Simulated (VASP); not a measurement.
Input of a VASP 6.6.1 run:

Contents of POSCAR:

```
Co
1.0
    2.4869235940      0.0000000000      0.0000000000
   -1.2434617971      2.1537390097      0.0000000000
    0.0000000000      0.0000000000      8.1417998233
Co
4
Direct
    0.6666666667      0.3333333333      0.7500000000
    0.0000000000      0.0000000000      0.5000000000
    0.3333333333      0.6666666667      0.2500000000
    0.0000000000      0.0000000000      0.0000000000
```

Contents of INCAR.step1:

```
SYSTEM = Co
  ALGO = Normal
  EDIFF = 1E-4
  ENCUT = 520
  GGA = PE
  ISMEAR = -1
  ISPIN = 2
  LASPH = .TRUE.
  LCHARG = .FALSE.
  LMAXMIX = 4
  LREAL = .FALSE.
  LWAVE = .TRUE.
  MAGMOM = 2 2 2 2
  NBANDS = 30
  NELM = 150
  PREC = Accurate
  SIGMA = 0.05
```

File INCAR.step2:

```
SYSTEM = Co
  ALGO = Normal
  EDIFF = 1E-6
  ENCUT = 520
  ISIF = 2
  ISMEAR = -1
  ISPIN = 2
  ISTART = 1
  LASPH = .TRUE.
  LCHARG = .FALSE.
  LMAXMIX = 4
  LMIXTAU = .TRUE.
  LORBIT = 11
  LREAL = .FALSE.
  LWAVE = .FALSE.
  MAGMOM = 2 2 2 2
  METAGGA = R2SCAN
  NBANDS = 30
  NELM = 150
  PREC = Accurate
  SIGMA = 0.05
```

The input KPOINTS:

```
k-points
0
G
  12 12 4
  0 0 0
```

Potentials or basis: VASP PAW PBE potentials, release 64 (Co).

Run with:

```sh
$ cat potpaw_PBE.64/Co/POTCAR > POTCAR
$ cp INCAR.step1 INCAR
$ mpirun -np 1 vasp_std > vasp.out
$ cp INCAR.step2 INCAR
$ mpirun -np 1 vasp_std > vasp.out
```

**Question.** Predict the net moment.

**Answer.** 7.07 μB per cell.

**Question.** What does it give for the site moments?

**Answer.** Co +1.85, +1.82 (each value once) μB.

Caveat: the cell stands under tension.
